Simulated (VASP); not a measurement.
# K3Zn4CdF12 (a cell with a defect) in VASP: relaxation of the atoms with PBEsol

Aim: the relaxation of the atoms of K3Zn4CdF12 (a cell with a defect) with PBEsol.

All numbers are computed with VASP 6.6.1; they aren't measurements. Logs are shortened: lines on timing, memory, paths and dates and some standing lists are left out, and cuts for length are marked.

### 1 The cell of the first run

The cell holds a defect, 40 atoms: a = 8.105 Å, b = 8.105 Å, c = 8.105 Å, α = 90.00°, β = 90.00°, γ = 90.00°.

### 2 Relaxation of the atoms, PBEsol

Contents of INCAR:

```
SYSTEM = K3Zn4CdF12
PREC = Accurate ; ENCUT = 520
EDIFF = 1E-6 ; ISMEAR = -1
SIGMA = 0.05 ; LREAL = Auto
LASPH = .TRUE. ; NELM = 80
ALGO = Normal ; ISIF = 2
LWAVE = .FALSE. ; LCHARG = .FALSE.
GGA = PS ; IBRION = 2
NSW = 100 ; EDIFFG = -0.03
ISYM = 0 ; LUSENCCL = .FALSE.
```

Contents of KPOINTS:

```
Automatic mesh
0
Gamma
  1 1 1
  0.25 0.25 0.25
```

Contents of POSCAR:

```
K3Zn4CdF12
1.0
    8.1045260000      0.0000000000      0.0000000000
    0.0000000000      8.1045260000      0.0000000000
    0.0000000000      0.0000000000      8.1045260000
K Cd Zn F
6 2 8 24
Direct
    0.9978890000      0.0008240000      0.9996990000
    0.9973150000      0.0021050000      0.5042340000
    0.9971510000      0.5007860000      0.0020960000
    0.4997460000      0.9998820000      0.9961370000
    0.5058590000      0.9975180000      0.4966640000
    0.5036510000      0.5024330000      0.9986750000
    0.0011790000      0.4970020000      0.5038560000
    0.4995390000      0.5032660000      0.5025110000
    0.2525640000      0.2511540000      0.2498850000
    0.2529300000      0.2547290000      0.7504220000
    0.2478550000      0.7464170000      0.2523540000
    0.2495660000      0.7513070000      0.7520850000
    0.7488300000      0.2456320000      0.2545190000
    0.7492260000      0.2476240000      0.7526190000
    0.7473560000      0.7494250000      0.2499880000
    0.7480320000      0.7511360000      0.7498910000
    0.2444530000      0.2469970000      0.0026660000
    0.2485140000      0.2505590000      0.5014280000
    0.2461690000      0.7505600000      0.9970050000
    0.2505990000      0.7460620000      0.5010590000
    0.7515200000      0.2499240000      0.0007040000
    0.7508960000      0.2445230000      0.5025600000
    0.7550530000      0.7495060000      0.9987840000
    0.7499530000      0.7531760000      0.5037230000
    0.9980530000      0.2491230000      0.2505060000
    0.0016800000      0.2481680000      0.7451620000
    0.9973400000      0.7464590000      0.2483930000
    0.0000830000      0.7494360000      0.7501530000
    0.4991680000      0.2501130000      0.2526320000
    0.5005780000      0.2491850000      0.7487890000
    0.5054840000      0.7496370000      0.2517330000
    0.5047820000      0.7468360000      0.7504910000
    0.2513710000      0.0006570000      0.2510760000
    0.2442880000      0.9991840000      0.7483930000
    0.2506540000      0.4969510000      0.2503540000
    0.2479510000      0.5027180000      0.7489840000
    0.7510020000      0.0004560000      0.2494280000
    0.7513910000      0.9987370000      0.7514530000
    0.7457690000      0.4994690000      0.2462040000
    0.7530680000      0.4992700000      0.7482930000
```

Potentials or basis: VASP PAW PBE potentials, release 64 (K_sv, Cd, Zn, F).

Command:

```
cat potpaw_PBE.64/K_sv/POTCAR potpaw_PBE.64/Cd/POTCAR potpaw_PBE.64/Zn/POTCAR potpaw_PBE.64/F/POTCAR > POTCAR
mpirun -np 1 vasp_std > vasp.out
```

OUTCAR:

```text
SYSTEM = K3Zn4CdF12
   PREC = Accurate
   ENCUT = 520
   EDIFF = 1E-6
   ISMEAR = -1
   LREAL = Auto
   LASPH = .TRUE.
   NELM = 80
   ISIF = 2
   GGA = PS
   IBRION = 2
   NSW = 100
   EDIFFG = -0.03
   ISYM = 0

 ion  position               nearest neighbor table
   1  0.998  0.001  1.000-  17 2.82  23 2.83  38 2.84  21 2.84  37 2.85  34 2.85  19 2.86
   2  0.997  0.002  0.504-  26 2.79  22 2.80  34 2.81  38 2.83  24 2.84  28 2.86
   3  0.997  0.501  0.002-  23 2.81  27 2.82  39 2.84  21 2.85  40 2.85
   4  0.500  1.000  0.996-  38 2.84  30 2.85
   5  0.506  0.998  0.497-  24 2.80  22 2.82  37 2.82  31 2.82  29 2.85
   6  0.504  0.502  0.999-  39 2.81  32 2.82  23 2.86
   7  0.001  0.497  0.504-  26 2.81  36 2.82  40 2.82  18 2.83
   8  0.500  0.503  0.503-  32 2.82  20 2.82
   9  0.253  0.251  0.250-  35 1.99  29 2.00  17 2.00  33 2.03  18 2.04  25 2.06
  10  0.253  0.255  0.750-  30 2.01  36 2.01  18 2.02  26 2.04  17 2.05  34 2.07
  11  0.248  0.746  0.252-  20 2.02  35 2.02  27 2.03  33 2.06  19 2.07  31 2.09
  12  0.250  0.751  0.752-  19 1.99  34 2.01  36 2.01  28 2.02  20 2.03  32 2.07
  13  0.749  0.246  0.255-  37 1.99  22 2.01  25 2.02  29 2.02  21 2.06  39 2.06
  14  0.749  0.248  0.753-  21 2.01  30 2.02  38 2.02  22 2.03  40 2.04  26 2.05
  15  0.747  0.749  0.250-  31 1.96  39 2.03  27 2.03  37 2.03  23 2.04  24 2.06
  16  0.748  0.751  0.750-  32 1.97  24 2.00  38 2.01  23 2.02  40 2.04  28 2.04
  17  0.244  0.247  0.003-   9 2.00  10 2.05   1 2.82
  18  0.249  0.251  0.501-  10 2.02   9 2.04   7 2.83
[... 8 lines left out ...]
  27  0.997  0.746  0.248-  15 2.03  11 2.03   3 2.82
  28  0.000  0.749  0.750-  12 2.02  16 2.04   2 2.86
  29  0.499  0.250  0.253-   9 2.00  13 2.02   5 2.85
  30  0.501  0.249  0.749-  10 2.01  14 2.02   4 2.85
  31  0.505  0.750  0.252-  15 1.96  11 2.09   5 2.82
  32  0.505  0.747  0.750-  16 1.97  12 2.07   8 2.82   6 2.82
  33  0.251  0.001  0.251-   9 2.03  11 2.06
  34  0.244  0.999  0.748-  12 2.01  10 2.07   2 2.81   1 2.85
  35  0.251  0.497  0.250-   9 1.99  11 2.02
  36  0.248  0.503  0.749-  10 2.01  12 2.01   7 2.82
  37  0.751  0.000  0.249-  13 1.99  15 2.03   5 2.82   1 2.85
  38  0.751  0.999  0.751-  16 2.01  14 2.02   2 2.83   1 2.84   4 2.84
  39  0.746  0.499  0.246-  15 2.03  13 2.06   6 2.81   3 2.84
  40  0.753  0.499  0.748-  14 2.04  16 2.04   7 2.82   3 2.85

IMPORTANT INFORMATION: All symmetrisations will be switched off!
NOSYMM: (Re-)initialisation of all symmetry stuff for point group C_1.

----------------------------------------------------------------------------------------

                                     Primitive cell

  volume of cell :     532.3324

  direct lattice vectors                    reciprocal lattice vectors
     8.104526000  0.000000000  0.000000000     0.123387845  0.000000000  0.000000000
     0.000000000  8.104526000  0.000000000     0.000000000  0.123387845  0.000000000
     0.000000000  0.000000000  8.104526000     0.000000000  0.000000000  0.123387845

  length of vectors
     8.104526000  8.104526000  8.104526000     0.123387845  0.123387845  0.123387845

  position of ions in fractional coordinates (direct lattice)
     0.997889000  0.000824000  0.999699000
     0.997315000  0.002105000  0.504234000
     0.997151000  0.500786000  0.002096000
     0.499746000  0.999882000  0.996137000
     0.505859000  0.997518000  0.496664000
     0.503651000  0.502433000  0.998675000
[... 32 lines left out ...]
     0.745769000  0.499469000  0.246204000
     0.753068000  0.499270000  0.748293000

  ion indices of the primitive-cell ions
   primitive index   ion index
                 1           1
                 2           2
                 3           3
                 4           4
                 5           5
                 6           6
[... 32 lines left out ...]
                39          39
                40          40

----------------------------------------------------------------------------------------

 KPOINTS: Automatic mesh

Automatic generation of k-mesh.
 Grid dimensions read from file:
 generate k-points for:    1    1    1

 Generating k-lattice:

  Cartesian coordinates                     Fractional coordinates (reciprocal lattice)
     0.123387845  0.000000000  0.000000000     1.000000000  0.000000000  0.000000000
     0.000000000  0.123387845  0.000000000     0.000000000  1.000000000  0.000000000
     0.000000000  0.000000000  0.123387845     0.000000000  0.000000000  1.000000000

  Length of vectors
     0.123387845  0.123387845  0.123387845

  Shift w.r.t. Gamma in fractional coordinates (k-lattice)
     0.250000000  0.250000000  0.250000000

 Subroutine IBZKPT returns following result:
 ===========================================

 Found      4 irreducible k-points:

 Following reciprocal coordinates:
            Coordinates               Weight
  0.250000  0.250000  0.250000      2.000000
 -0.250000  0.250000  0.250000      2.000000
 -0.250000 -0.250000  0.250000      2.000000
  0.250000 -0.250000  0.250000      2.000000
   k-points           NKPTS =      4   k-points in BZ     NKDIM =      4   number of bands    NBANDS=    205
   number of dos      NEDOS =    301   number of ions     NIONS =     40
   total plane-waves  NPLWV = 216000
   dimension x,y,z NGX =    60 NGY =   60 NGZ =   60
   dimension x,y,z NGXF=   120 NGYF=  120 NGZF=  120
   ions per type =               6   2   8  24
   NGX,Y,Z   is equivalent  to a cutoff of  12.31, 12.31, 12.31 a.u.
   NGXF,Y,Z  is equivalent  to a cutoff of  24.62, 24.62, 24.62 a.u.
 SYSTEM =  K3Zn4CdF12
   PREC   = accura    normal or accurate (medium, high low for compatibility)
   ISTART =      0    job   : 0-new  1-cont  2-samecut
   ICHARG =      2    charge: 1-file 2-atom 10-const
   ISPIN  =      1    spin polarized calculation?
   LNONCOLLINEAR =      F non collinear calculations
   LSORBIT =      F    spin-orbit coupling
   LASPH  =      T    aspherical Exc in radial PAW
   ENCUT  =  520.0 eV  38.22 Ry    6.18 a.u.  15.07 15.07 15.07*2*pi/ulx,y,z
   NELM   =     80;   NELMIN=  2; NELMDL= -5     # of ELM steps
   EDIFF  = 0.1E-05   stopping-criterion for ELM
   LREAL  =      T    real-space projection
   EDIFFG = -.3E-01   stopping-criterion for IOM
   NSW    =    100    number of steps for IOM
   IBRION =      2    ionic relax: 0-MD 1-quasi-New 2-CG
   NFREE  =      1    steps in history (QN), initial steepest desc. (CG)
   ISIF   =      2    stress and relaxation
   ISYM   =      0    0-nonsym 1-usesym 2-fastsym
   POTIM  = 0.5000    time-step for ionic-motion
   TEBEG  =    0.0;   TEEND  =   0.0 temperature during run
   PSTRESS=    0.0 pullay stress
   NELECT =     342.0000    total number of electrons
   NUPDOWN=      -1.0000    fix difference up-down
   EMIN   =  10.00;   EMAX   =-10.00  energy-range for DOS
   EFERMI =   0.00;   METHOD = LEGACY
   ISMEAR =    -1;   SIGMA  =   0.05  broadening in eV -4-tet -1-fermi 0-gaus
   EFERMI_NEDOS =   21; number of points for ismear=-14 and -15
   IALGO  =     38    algorithm
   IMIX   =      4    mixing-type and parameters
     AMIX     =   0.40;   BMIX     =  1.00
     AMIX_MAG =   1.60;   BMIX_MAG =  1.00
  volume/ion in A,a.u.               =      13.31        89.81
  Fermi-wavevector in a.u.,A,eV,Ry     =   1.412611  2.669448 27.150015  1.995470
  Thomas-Fermi vector in A             =   2.534342
   LORBIT       =      0    0 simple, 1 ext, 2 COOP (PROOUT), +10 PAW based schemes
   GGA     = PS    functional components
   LHFCALC =     F    Hartree Fock is set to
   AEXX    =    0.0000 exact exchange contribution
   IVDW    =     0    specifies the selected vdW correction
   LEPSILON=     F    determine dielectric tensor
   LRPA    =     F    only Hartree local field effects (RPA)
 conjugate gradient relaxation of ions
 non-spin polarized calculation
  energy-cutoff  :      520.00
  volume of cell :      532.33
 maximum number of plane-waves:     14330
   NGX = 31   NGY = 31   NGZ = 31

--------------------------------------- Ionic step        1  -------------------------------------------

 number of electron     341.9999953 magnetization

 Free energy of the ion-electron system (eV)
  ---------------------------------------------------
  ext. energy  EPLUGINS =         0.00000000
  ---------------------------------------------------
  free energy    TOTEN  =      -162.78767678 eV

  energy without entropy =     -162.78504370  energy(sigma->0) =     -162.78636024

------------------------ aborting loop because EDIFF is reached ----------------------------------------

  FORCE on cell =-STRESS in cart. coord.  units (eV):
  Direction    XX          YY          ZZ          XY          YZ          ZX
  --------------------------------------------------------------------------------------
  -------------------------------------------------------------------------------------
  Total        0.5404382      2.0738600      1.9682535     -0.0285402      0.0811481      0.0571413
  in kB        1.6265738      6.2417615      5.9239142     -0.0858982      0.2442341      0.1719801
  external PRESSURE =       4.5974165 kB  Pullay stress =       0.0000000 kB
[... 203 lines left out ...]
  FREE ENERGIE OF THE ION-ELECTRON SYSTEM (eV)
  ---------------------------------------------------
  free  energy   TOTEN  =      -162.8843111855 eV

  energy  without entropy=     -162.8817149423  energy(sigma->0) =     -162.88301306

[... ionic steps 4 to 7 ...]

--------------------------------------- Ionic step        8  -------------------------------------------

 number of electron     341.9999935 magnetization

------------------------ aborting loop because EDIFF is reached ----------------------------------------
[... 143 lines left out ...]
--------------------------------------- Ionic step       10  -------------------------------------------

 number of electron     341.9999937 magnetization

 Free energy of the ion-electron system (eV)
  ---------------------------------------------------
  ext. energy  EPLUGINS =         0.00000000
  ---------------------------------------------------
  free energy    TOTEN  =      -162.91112023 eV

  energy without entropy =     -162.90870770  energy(sigma->0) =     -162.90991397

 E-fermi :   1.6528     XC(G=0): -10.2879

 val. band max:        1.3319331317   @ k =  -0.2500   0.2500   0.2500
 cond. band min:       1.9738005676   @ k =  -0.2500  -0.2500   0.2500
 fundamental gap:      0.6418674358
 Fermi energy:         1.6528495883

 k-point     1 :       0.2500    0.2500    0.2500
  band No.  band energies     occupation
      1     -27.7239      2.00000
      2     -27.7066      2.00000
      3     -27.7025      2.00000
      4     -27.6960      2.00000
      5     -27.6918      2.00000
      6     -27.6845      2.00000
[... 733 lines left out ...]
    182       7.2768      0.00000
    183       7.4065      0.00000
 [bands above 183 left out]

------------------------ aborting loop because EDIFF is reached ----------------------------------------

  FORCE on cell =-STRESS in cart. coord.  units (eV):
  Direction    XX          YY          ZZ          XY          YZ          ZX
  --------------------------------------------------------------------------------------
  -------------------------------------------------------------------------------------
  Total        0.0807459      1.8667174      1.8509743      0.0034712      0.0097037      0.0143675
  in kB        0.2430235      5.6183177      5.5709352      0.0104475      0.0292056      0.0432422
  external PRESSURE =       3.8107588 kB  Pullay stress =       0.0000000 kB
[... 55 lines left out ...]
  FREE ENERGIE OF THE ION-ELECTRON SYSTEM (eV)
  ---------------------------------------------------
  free  energy   TOTEN  =      -162.9111202277 eV

  energy  without entropy=     -162.9087077046  energy(sigma->0) =     -162.90991397

 reached required accuracy - stopping structural energy minimisation
```

Wall time 10 min (1 × NVIDIA H100 80GB with 1 thread of Intel Xeon Platinum 8481C at 2.70GHz (Sapphire Rapids), shared host); peak memory 1.6 GiB.

What came out:

* Free energy: -162.9111 eV
* Energy gained by relaxing: 3.1 meV/atom
* Ionic steps: 10
* Pressure after relaxing: 0.4 GPa
* Largest force after relaxing: 0.020 eV/Å
* Band gap on the k mesh: 0.64 eV

Forces on the atoms (eV/Å):
```
K   -0.001 -0.003 -0.009
K   -0.012 -0.004 -0.007
K   -0.002 -0.003 -0.004
K    0.009 -0.001 -0.003
K    0.000  0.004  0.017
K   -0.004 -0.006 -0.010
Cd   0.002 -0.004  0.009
Cd   0.003  0.004 -0.007
Zn   0.011 -0.003 -0.007
Zn   0.013  0.014  0.004
Zn   0.005 -0.008 -0.004
Zn   0.010  0.007  0.014
Zn  -0.001 -0.007  0.013
Zn  -0.006 -0.003  0.003
Zn  -0.006  0.000  0.006
Zn   0.000  0.001 -0.006
F   -0.006 -0.006  0.006
F    0.001  0.000  0.010
F   -0.010 -0.002 -0.009
F    0.005  0.001  0.002
F    0.006  0.010  0.008
F   -0.003  0.006 -0.003
F    0.011 -0.011  0.002
F   -0.007  0.000  0.006
F    0.001 -0.001 -0.012
F    0.014 -0.014  0.004
F   -0.002  0.012 -0.009
F   -0.001  0.006  0.007
F   -0.008 -0.010 -0.011
F    0.002 -0.006  0.000
F   -0.010  0.010 -0.001
F   -0.008  0.001 -0.001
F   -0.009  0.015  0.008
F   -0.010  0.003 -0.009
F    0.004  0.000 -0.007
F   -0.009 -0.003  0.005
F    0.011  0.003  0.001
F    0.008 -0.007 -0.010
F    0.002 -0.004  0.014
F   -0.002  0.007 -0.011
```

Stress tensor (GPa, compression positive):
```
0.02 0.00 0.00
0.00 0.56 0.00
0.00 0.00 0.56
```

Step by step:
```
step  energy change (eV)  largest force (eV/Å)  pressure (GPa)
   1              0.0000                0.6483            0.46
   2             -0.0895                0.1685            0.39
   3             -0.0966                0.1127            0.39
   4             -0.1049                0.0739            0.37
   5             -0.1122                0.1110            0.37
   6             -0.1188                0.0487            0.38
   7             -0.1206                0.0420            0.37
   8             -0.1220                0.0334            0.38
   9             -0.1223                0.0499            0.38
  10             -0.1234                0.0201            0.38
```

Final structure:
```yaml
crystal:
  lattice:
    - [8.10453, 0.00000, 0.00000]
    - [0.00000, 8.10453, 0.00000]
    - [0.00000, 0.00000, 8.10453]
  atoms:
    - { symbol: K, position: [0.99945, 0.99971, 0.00121] }
    - { symbol: K, position: [0.00001, 0.99937, 0.50036] }
    - { symbol: K, position: [0.99962, 0.49941, 0.00239] }
    - { symbol: K, position: [0.49998, 0.99972, 0.00035] }
    - { symbol: K, position: [0.50067, 0.99973, 0.49892] }
    - { symbol: K, position: [0.50038, 0.49990, 0.00105] }
    - { symbol: Cd, position: [0.00279, 0.49649, 0.50540] }
    - { symbol: Cd, position: [0.49862, 0.50269, 0.49980] }
    - { symbol: Zn, position: [0.24986, 0.24977, 0.25046] }
    - { symbol: Zn, position: [0.25014, 0.24931, 0.75036] }
    - { symbol: Zn, position: [0.24982, 0.74926, 0.25041] }
    - { symbol: Zn, position: [0.25006, 0.74941, 0.75030] }
    - { symbol: Zn, position: [0.74966, 0.24996, 0.25052] }
    - { symbol: Zn, position: [0.74940, 0.24971, 0.74982] }
    - { symbol: Zn, position: [0.75038, 0.74905, 0.25059] }
    - { symbol: Zn, position: [0.75010, 0.74945, 0.75003] }
    - { symbol: F, position: [0.24862, 0.24899, 0.00024] }
    - { symbol: F, position: [0.24895, 0.25379, 0.50031] }
    - { symbol: F, position: [0.24972, 0.75032, 0.00035] }
    - { symbol: F, position: [0.25155, 0.74503, 0.50034] }
    - { symbol: F, position: [0.75070, 0.25044, 0.00003] }
    - { symbol: F, position: [0.75047, 0.24787, 0.50027] }
    - { symbol: F, position: [0.75048, 0.74834, 0.00013] }
    - { symbol: F, position: [0.74895, 0.75000, 0.50024] }
    - { symbol: F, position: [0.99983, 0.25043, 0.25171] }
    - { symbol: F, position: [0.99987, 0.25139, 0.74827] }
    - { symbol: F, position: [0.00012, 0.74823, 0.25115] }
    - { symbol: F, position: [0.00021, 0.74930, 0.74893] }
    - { symbol: F, position: [0.49968, 0.24782, 0.24965] }
    - { symbol: F, position: [0.49963, 0.24965, 0.75183] }
    - { symbol: F, position: [0.50004, 0.74997, 0.24954] }
    - { symbol: F, position: [0.50011, 0.74888, 0.75112] }
    - { symbol: F, position: [0.24944, 0.99928, 0.25219] }
    - { symbol: F, position: [0.25018, 0.99942, 0.74873] }
    - { symbol: F, position: [0.25116, 0.49945, 0.25059] }
    - { symbol: F, position: [0.24848, 0.49953, 0.74873] }
    - { symbol: F, position: [0.75034, 0.99938, 0.24901] }
    - { symbol: F, position: [0.74989, 0.99961, 0.75212] }
    - { symbol: F, position: [0.74719, 0.49941, 0.25153] }
    - { symbol: F, position: [0.75197, 0.49946, 0.74661] }
```

Caveat: the k points lie up to 0.78 Å⁻¹ apart; the PAW data sets were made with another functional, which shifts forces and pressure a little.
